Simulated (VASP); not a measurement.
V:

```
CELL_PARAMETERS angstrom
2.69407 0.00000 0.00000
-1.34704 2.33314 0.00000
0.00000 0.00000 8.79885
ATOMIC_POSITIONS crystal
V 0.00000 0.00000 0.00000
V 0.00000 0.00000 0.50000
V 0.33333 0.66667 0.25000
V 0.66667 0.33333 0.75000
```

| Property | Result |
| --- | --- |
| Program | VASP 6.6.1 |
| Task | relaxation of cell and atoms |
| Functional | RPBE |
| Potentials or basis | VASP PAW PBE potentials, release 64 (V_sv) |
| Cutoff | 600 eV |
| k mesh | 13 × 13 × 4 |
| Occupations | fermi-dirac, width 0.1 eV |
| Spin | no spin polarisation |

At the start: pressure 5.3 GPa; volume 13.83 Å³/atom.

Question: Where does the relaxation end?

Answer: Over 11 steps the energy falls by 16.3 meV/atom and the volume is 14.23 Å³/atom (+2.9 %); space group P6_3/mmc (No. 194, to 0.05 Å).

The path:
```tsv
step	energy change (eV)	largest force (eV/Å)	pressure (GPa)	volume (Å³)
1	0.0000	0.0000	5.28	55.31
2	-0.0066	0.0000	-5.35	59.03
3	-0.0347	0.0000	-0.64	57.23
4	-0.0469	0.0000	-0.54	57.18
5	-0.0632	0.0000	-0.31	57.06
6	-0.0326	0.0000	0.66	56.70
7	-0.0651	0.0000	-0.21	57.01
8	-0.0652	0.0000	-0.18	56.99
9	-0.0652	0.0000	-0.19	56.99
10	-0.0651	0.0000	0.38	56.80
11	-0.0653	0.0000	-0.01	56.93
```

Final structure:
```yaml
crystal:
  lattice:
    - [2.65900, 0.00000, 0.00000]
    - [-1.32950, 2.30277, 0.00000]
    - [0.00000, 0.00000, 9.29732]
  atoms:
    - { symbol: V, position: [0.00000, 0.00000, 0.00000] }
    - { symbol: V, position: [0.00000, 0.00000, 0.50000] }
    - { symbol: V, position: [0.33333, 0.66667, 0.25000] }
    - { symbol: V, position: [0.66667, 0.33333, 0.75000] }
```

Caveat: the PAW data sets were made with another functional, which shifts forces and pressure a little.
